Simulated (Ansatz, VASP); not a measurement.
## Two plane-wave programs on MnS

```
CELL_PARAMETERS angstrom
1.83000 1.05655 2.97092
-1.83000 1.05655 2.97092
0.00000 -2.11310 2.97092
ATOMIC_POSITIONS crystal
Mn 0.00000 0.00000 0.00000
S 0.50000 0.50000 0.50000
```

Alike in both runs: task single point; functional PBE; k mesh 8 × 8 × 8; occupations fermi-dirac, width 0.05 eV; collinear spin; fixed moment 5 μB.

|  | VASP | Ansatz |
| --- | --- | --- |
| version | VASP 6.6.1 | Ansatz 0.2.0 |
| potentials or method | VASP PAW PBE potentials, release 64 (Mn_sv, S) | Ansatz PAW |
| plane-wave cutoff (eV) | 600 | 420 |
| valence electrons in the cell | 21 | 21 |

VASP gave:

* pressure (GPa): 2.2
* traceless stress, the component that is largest in VASP (GPa): 0.31
* net moment per atom (μB): 2.50
* size of the moment on the site where the two differ most (μB): 4.19

Problem. Which values does Ansatz return?

Solution. Pressure (GPa): 3.2; traceless stress, the component that is largest in VASP (GPa): 0.31; net moment per atom (μB): 2.50; size of the moment on the site where the two differ most (μB): 4.34.

Site moments also hang on the region over which each program counts them. The functional is the same, so the differences come from potentials, cutoffs and numerics.
